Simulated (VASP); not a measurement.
# BN (sol) (P6_3mc) in VASP: notebook

Runs on BN (sol). Level: PBEsol. Tasks: single point, relaxation of the atoms.

Program: VASP 6.6.1. These are calculated values, not measurements. Logs are shortened: lines on timing, memory, paths and dates and some standing lists are left out, and cuts for length are marked.

## 1. The cell of the first run

The structure is hexagonal, space group P6_3mc (No. 186). The conventional cell has a = 2.515 Å, b = 2.515 Å, c = 4.161 Å, α = 90.00°, β = 90.00°, γ = 120.00°. Within 2.1 Å of B (site symmetry 3m) lie 4 N at 1.54 to 1.56 Å. Within 2.1 Å of N (site symmetry 3m) lie 4 B at 1.54 to 1.56 Å.

## 2. Single point, PBEsol (strained cell)

INCAR

```
SYSTEM = BN
ALGO = Normal
EDIFF = 1E-6
ENCUT = 520
GGA = PS
ISIF = 2
ISMEAR = 0
LASPH = .TRUE.
LCHARG = .TRUE.
LELF = .TRUE.
LREAL = .FALSE.
LVHAR = .TRUE.
LWAVE = .FALSE.
NBANDS = 16
NELM = 60
PREC = Accurate
SIGMA = 0.02
```

KPOINTS

```
k-points
0
G
  9 9 6
  0 0 0
```

POSCAR

```
BN
1.0
    2.5151549549      0.0000000000      0.0000000000
   -1.2575774774      2.1781880854      0.0000000000
    0.0000000000      0.0000000000      4.1606277791
B N
2 2
Direct
    0.3333333333      0.6666666667     -0.0001250336
    0.6666666667      0.3333333333      0.4998749664
    0.3333333333      0.6666666667      0.3741250336
    0.6666666667      0.3333333333      0.8741250336
```

Potentials or basis: VASP PAW PBE potentials, release 64 (B, N).

Started as:

```bash
cat potpaw_PBE.64/B/POTCAR potpaw_PBE.64/N/POTCAR > POTCAR
mpirun -np 1 vasp_std > vasp.out
```

OUTCAR:

```text
SYSTEM = BN
   EDIFF = 1E-6
   ENCUT = 520
   GGA = PS
   ISIF = 2
   ISMEAR = 0
   LASPH = .TRUE.
   LREAL = .FALSE.
   NELM = 60
   PREC = Accurate

 ion  position               nearest neighbor table
   1  0.333  0.667  1.000-   4 1.54   4 1.54   4 1.54   3 1.56
   2  0.667  0.333  0.500-   3 1.54   3 1.54   3 1.54   4 1.56
   3  0.333  0.667  0.374-   2 1.54   2 1.54   2 1.54   1 1.56
   4  0.667  0.333  0.874-   1 1.54   1 1.54   1 1.54   2 1.56

  LATTYP: Found a hexagonal cell.
 ALAT       =     2.5151549549
 C/A-ratio  =     1.6542232402

  Lattice vectors:

 A1 = (   2.5151549549,   0.0000000000,   0.0000000000)
 A2 = (  -1.2575774774,   2.1781880854,   0.0000000000)
 A3 = (   0.0000000000,   0.0000000000,   4.1606277791)

Analysis of symmetry for initial positions (statically):
=====================================================================
 Subroutine PRICEL returns:
 Original cell was already a primitive cell.

 Routine SETGRP: Setting up the symmetry group for a
 hexagonal supercell.

 Subroutine GETGRP returns: Found 12 space group operations
 (whereof  6 operations were pure point group operations)
 out of a pool of 24 trial point group operations.

The static configuration has the point symmetry C_3v.
 The point group associated with its full space group is C_6v.

Analysis of symmetry for dynamics (positions and initial velocities):
=====================================================================
 Subroutine PRICEL returns:
 Original cell was already a primitive cell.

 Routine SETGRP: Setting up the symmetry group for a
 hexagonal supercell.

 Subroutine GETGRP returns: Found 12 space group operations
 (whereof  6 operations were pure point group operations)
 out of a pool of 24 trial point group operations.

The dynamic configuration has the point symmetry C_3v.
 The point group associated with its full space group is C_6v.

 Subroutine INISYM returns: Found 12 space group operations
 (whereof  6 operations are pure point group operations),
 and found     1 'primitive' translations

----------------------------------------------------------------------------------------

                                     Primitive cell

  volume of cell :      22.7939

  direct lattice vectors                    reciprocal lattice vectors
     2.515154955  0.000000000  0.000000000     0.397589818  0.229548588  0.000000000
    -1.257577477  2.178188085  0.000000000     0.000000000  0.459097177  0.000000000
     0.000000000  0.000000000  4.160627779     0.000000000  0.000000000  0.240348345

  length of vectors
     2.515154955  2.515154955  4.160627779     0.459097177  0.459097177  0.240348345

  position of ions in fractional coordinates (direct lattice)
     0.333333333  0.666666667  0.999874966
     0.666666667  0.333333333  0.499874966
     0.333333333  0.666666667  0.374125034
     0.666666667  0.333333333  0.874125034

  ion indices of the primitive-cell ions
   primitive index   ion index
                 1           1
                 2           2
                 3           3
                 4           4

----------------------------------------------------------------------------------------

 KPOINTS: k-points

Automatic generation of k-mesh.
 Grid dimensions read from file:
 generate k-points for:    9    9    6

 Generating k-lattice:

  Cartesian coordinates                     Fractional coordinates (reciprocal lattice)
     0.044176646  0.025505399  0.000000000     0.111111111  0.000000000  0.000000000
     0.000000000  0.051010797  0.000000000     0.000000000  0.111111111  0.000000000
     0.000000000  0.000000000  0.040058057     0.000000000  0.000000000  0.166666667

  Length of vectors
     0.051010797  0.051010797  0.040058057

  Shift w.r.t. Gamma in fractional coordinates (k-lattice)
     0.000000000  0.000000000  0.000000000

 Subroutine IBZKPT returns following result:
 ===========================================

 Found     48 irreducible k-points:

 Following reciprocal coordinates:
            Coordinates               Weight
  0.000000  0.000000  0.000000      1.000000
  0.111111 -0.000000  0.000000      6.000000
  0.222222 -0.000000  0.000000      6.000000
  0.333333 -0.000000  0.000000      6.000000
  0.444444 -0.000000  0.000000      6.000000
  0.111111  0.111111  0.000000      6.000000
[... 16 lines left out ...]
  0.333333  0.222222  0.166667     24.000000
  0.333333  0.333333  0.166667      4.000000
 [... further k-points ...]
   k-points           NKPTS =     48   k-points in BZ     NKDIM =     48   number of bands    NBANDS=     16
   number of dos      NEDOS =    301   number of ions     NIONS =      4
   total plane-waves  NPLWV =  12800
   dimension x,y,z NGX =    20 NGY =   20 NGZ =   32
   dimension x,y,z NGXF=    40 NGYF=   40 NGZF=   64
   ions per type =               2   2
   NGX,Y,Z   is equivalent  to a cutoff of  13.22, 13.22, 12.79 a.u.
   NGXF,Y,Z  is equivalent  to a cutoff of  26.44, 26.44, 25.57 a.u.
 SYSTEM =  BN
   PREC   = accura    normal or accurate (medium, high low for compatibility)
   ISTART =      0    job   : 0-new  1-cont  2-samecut
   ICHARG =      2    charge: 1-file 2-atom 10-const
   ISPIN  =      1    spin polarized calculation?
   LNONCOLLINEAR =      F non collinear calculations
   LSORBIT =      F    spin-orbit coupling
   LASPH  =      T    aspherical Exc in radial PAW
   ENCUT  =  520.0 eV  38.22 Ry    6.18 a.u.   4.68  4.68  7.74*2*pi/ulx,y,z
   NELM   =     60;   NELMIN=  2; NELMDL= -5     # of ELM steps
   EDIFF  = 0.1E-05   stopping-criterion for ELM
   LREAL  =      F    real-space projection
   EDIFFG = 0.1E-04   stopping-criterion for IOM
   NSW    =      0    number of steps for IOM
   IBRION =     -1    ionic relax: 0-MD 1-quasi-New 2-CG
   NFREE  =      0    steps in history (QN), initial steepest desc. (CG)
   ISIF   =      2    stress and relaxation
   ISYM   =      2    0-nonsym 1-usesym 2-fastsym
   POTIM  = 0.5000    time-step for ionic-motion
   TEBEG  =    0.0;   TEEND  =   0.0 temperature during run
   PSTRESS=    0.0 pullay stress
   NELECT =      16.0000    total number of electrons
   NUPDOWN=      -1.0000    fix difference up-down
   EMIN   =  10.00;   EMAX   =-10.00  energy-range for DOS
   EFERMI =   0.00;   METHOD = LEGACY
   ISMEAR =     0;   SIGMA  =   0.02  broadening in eV -4-tet -1-fermi 0-gaus
   EFERMI_NEDOS =   21; number of points for ismear=-14 and -15
   IALGO  =     38    algorithm
   IMIX   =      4    mixing-type and parameters
     AMIX     =   0.40;   BMIX     =  1.00
     AMIX_MAG =   1.60;   BMIX_MAG =  1.00
  volume/ion in A,a.u.               =       5.70        38.46
  Fermi-wavevector in a.u.,A,eV,Ry     =   1.454929  2.749417 28.801067  2.116819
  Thomas-Fermi vector in A             =   2.572023
   LORBIT       =      0    0 simple, 1 ext, 2 COOP (PROOUT), +10 PAW based schemes
   GGA     = PS    functional components
   LHFCALC =     F    Hartree Fock is set to
   AEXX    =    0.0000 exact exchange contribution
   IVDW    =     0    specifies the selected vdW correction
   LEPSILON=     F    determine dielectric tensor
   LRPA    =     F    only Hartree local field effects (RPA)
 non-spin polarized calculation
 Gauss-broadening in eV      SIGMA  =   0.02
  energy-cutoff  :      520.00
  volume of cell :       22.79
 maximum number of plane-waves:       628
 NGX is ok and might be reduce to    20
   NGX =  9   NGY =  9   NGZ = 15

 number of electron      15.9999998 magnetization

 Free energy of the ion-electron system (eV)
  ---------------------------------------------------
  ext. energy  EPLUGINS =         0.00000000
  ---------------------------------------------------
  free energy    TOTEN  =       -36.59443758 eV

  energy without entropy =      -36.59443758  energy(sigma->0) =      -36.59443758

 E-fermi :   8.0704     XC(G=0): -13.1829

 val. band max:        7.9847697360   @ k =   0.0000   0.0000   0.0000
 cond. band min:      12.8632744816   @ k =   0.3333   0.3333   0.0000
 fundamental gap:      4.8785047456
 Fermi energy:         8.0704376692

 k-point     1 :       0.0000    0.0000    0.0000
  band No.  band energies     occupation
      1     -12.8762      2.00000
      2      -8.5020      2.00000
      3      -3.3855      2.00000
      4       5.7670      2.00000
      5       5.7670      2.00000
      6       7.6766      2.00000
[... 8 lines left out ...]
     15      20.1055      0.00000
     16      24.5147      0.00000

 k-point     2 :       0.1111   -0.0000    0.0000
  band No.  band energies     occupation
      1     -12.5985      2.00000
      2      -8.2878      2.00000
      3      -3.1120      2.00000
      4       4.5558      2.00000
      5       5.2631      2.00000
      6       6.9869      2.00000
[... 8 lines left out ...]
     15      20.9038      0.00000
     16      24.0477      0.00000

 k-point     3 :       0.2222   -0.0000    0.0000
  band No.  band energies     occupation
      1     -11.7807      2.00000
      2      -7.7019      2.00000
      3      -2.3106      2.00000
      4       1.9756      2.00000
      5       4.2471      2.00000
      6       4.7583      2.00000
[... 8 lines left out ...]
     15      22.7895      0.00000
     16      23.4321      0.00000

 k-point     4 :       0.3333   -0.0000    0.0000
  band No.  band energies     occupation
      1     -10.4874      2.00000
      2      -7.0208      2.00000
      3      -1.1068      2.00000
      4      -0.4921      2.00000
      5       2.3110      2.00000
      6       3.3432      2.00000
[... 8 lines left out ...]
     15      24.2956      0.00000
     16      24.8232      0.00000

 k-point     5 :       0.4444   -0.0000    0.0000
  band No.  band energies     occupation
      1      -8.9715      2.00000
      2      -7.0525      2.00000
      3      -1.7761      2.00000
      4       0.1267      2.00000
      5       0.6317      2.00000
      6       2.8406      2.00000
[... 8 lines left out ...]
     15      24.5770      0.00000
     16      26.1215      0.00000

 k-point     6 :       0.1111    0.1111    0.0000
  band No.  band energies     occupation
      1     -12.0504      2.00000
      2      -7.8853      2.00000
      3      -2.5734      2.00000
      4       3.0089      2.00000
      5       3.9714      2.00000
      6       5.7932      2.00000
[... 8 lines left out ...]
     15      22.6185      0.00000
     16      23.5680      0.00000
[... 267 lines left out ...]
 k-point    21 :       0.4444    0.1111    0.1667
  band No.  band energies     occupation
      1      -8.3002      2.00000
      2      -7.2097      2.00000
      3      -2.0690      2.00000
      4      -0.5111      2.00000
      5       1.4638      2.00000
      6       2.3426      2.00000
[... 8 lines left out ...]
     15      25.1026      0.00000
     16      25.7370      0.00000

 k-point    22 :       0.2222    0.2222    0.1667
  band No.  band energies     occupation
      1      -9.6099      2.00000
      2      -7.0255      2.00000
      3      -0.7993      2.00000
      4       0.2544      2.00000
      5       1.0173      2.00000
      6       2.3012      2.00000
[... 8 lines left out ...]
     15      23.6063      0.00000
     16      24.6384      0.00000

 k-point    23 :       0.3333    0.2222    0.1667
  band No.  band energies     occupation
      1      -8.2271      2.00000
      2      -6.8975      2.00000
      3      -1.4975      2.00000
      4      -0.3287      2.00000
      5       0.7247      2.00000
      6       2.0694      2.00000
[... 8 lines left out ...]
     15      24.2750      0.00000
     16      24.9368      0.00000

 k-point    24 :       0.3333    0.3333    0.1667
  band No.  band energies     occupation
      1      -7.2545      2.00000
      2      -7.2545      2.00000
      3      -1.5409      2.00000
      4      -0.0640      2.00000
      5      -0.0640      2.00000
      6       1.8416      2.00000
[... 8 lines left out ...]
     15      24.5493      0.00000
     16      24.5493      0.00000

 [... further k-points ...]

------------------------ aborting loop because EDIFF is reached ----------------------------------------

  FORCE on cell =-STRESS in cart. coord.  units (eV):
  Direction    XX          YY          ZZ          XY          YZ          ZX
  --------------------------------------------------------------------------------------
  -------------------------------------------------------------------------------------
  Total        1.8744059      1.8744059      1.8991809      0.0000000      0.0000000      0.0000000
  in kB      131.7513975    131.7513975    133.4928227      0.0000000      0.0000000      0.0000000
  external PRESSURE =     132.3318726 kB  Pullay stress =       0.0000000 kB

 VOLUME and BASIS-vectors are now :
 -----------------------------------------------------------------------------
  energy-cutoff  :      520.00
  volume of cell :       22.79
      direct lattice vectors                 reciprocal lattice vectors
     2.515154955  0.000000000  0.000000000     0.397589818  0.229548588  0.000000000
    -1.257577477  2.178188085  0.000000000     0.000000000  0.459097177  0.000000000
     0.000000000  0.000000000  4.160627779     0.000000000  0.000000000  0.240348345

 POSITION                                       TOTAL-FORCE (eV/Angst)
 -----------------------------------------------------------------------------------
     -0.00000      1.45213      4.16011         0.000000      0.000000      0.004007
      1.25758      0.72606      2.07979        -0.000000      0.000000      0.004007
     -0.00000      1.45213      1.55660         0.000000     -0.000000     -0.004007
      1.25758      0.72606      3.63691         0.000000      0.000000     -0.004007
 -----------------------------------------------------------------------------------
    total drift:                               -0.000000      0.000000     -0.000551

  FREE ENERGIE OF THE ION-ELECTRON SYSTEM (eV)
  ---------------------------------------------------
  free  energy   TOTEN  =       -36.5944375844 eV

  energy  without entropy=      -36.5944375844  energy(sigma->0) =      -36.59443758
```

Run time: 17 s. Hardware: 1 thread of AMD EPYC 7R43 (Zen 3), shared host; peak memory 0.1 GiB.

What came out:

```yaml
Free_energy: -36.5944 eV
Pressure: 13.2 GPa
Largest_force: 0.004 eV/Å
Band_gap_on_the_k_mesh: 4.88 eV, indirect (least direct gap 8.35 eV)
```

Forces in eV/Å, atoms in the order of the input:
```
B    0.000  0.000  0.004
B    0.000  0.000  0.004
N    0.000  0.000 -0.004
N    0.000  0.000 -0.004
```

Stress tensor (GPa, compression positive):
```
13.18  0.00  0.00
 0.00 13.18  0.00
 0.00  0.00 13.35
```

Caveat: the cell differs from its parent crystal (strained cell); the PAW data sets were made with another functional, which shifts forces and pressure a little.

## 3. Single point, PBEsol

INCAR

```
PREC = Accurate
ENCUT = 520
EDIFF = 1E-6
ISMEAR = 0
SIGMA = 0.01
LREAL = False
LASPH = True
NELM = 100
ALGO = Normal
ISIF = 2
LWAVE = False
LCHARG = False
GGA = PS
NBANDS = 16
```

KPOINTS

```
regular mesh
0
Gamma
  9 9 6
```

POSCAR is that of step 2.

Potentials or basis: VASP PAW PBE potentials, release 64 (B, N).

Started as:

```bash
cat potpaw_PBE.64/B/POTCAR potpaw_PBE.64/N/POTCAR > POTCAR
mpirun -np 1 vasp_std > vasp.out
```

Wall time 15 s (1 thread of AMD EPYC 7R43 (Zen 3), shared host); peak memory 0.1 GiB.

The run converged. Its results:

```
Free energy            : -36.5944 eV
Pressure               : 13.2 GPa
Largest force          : 0.004 eV/Å
Band gap on the k mesh : 4.88 eV, indirect (least direct gap 8.35 eV)
```

Forces on the atoms (eV/Å):
```
B    0.000  0.000  0.004
B    0.000  0.000  0.004
N    0.000  0.000 -0.004
N    0.000  0.000 -0.004
```

Stress tensor (GPa, compression positive):
```
13.18  0.00  0.00
 0.00 13.18  0.00
 0.00  0.00 13.35
```

Levels at points of the mesh, in eV from the valence-band top:
```
           k point  band 6  band 7  band 8  band 9  band 10  band 11
(0.00, 0.00, 0.00)   -0.31    0.00    0.00    8.45     8.45     8.74
(0.00, 0.00, 0.50)   -1.23   -1.23   -1.23    9.76     9.76    10.05
```

Caveat: the PAW data sets were made with another functional, which shifts forces and pressure a little.

(Continued in part 2 of 2.)
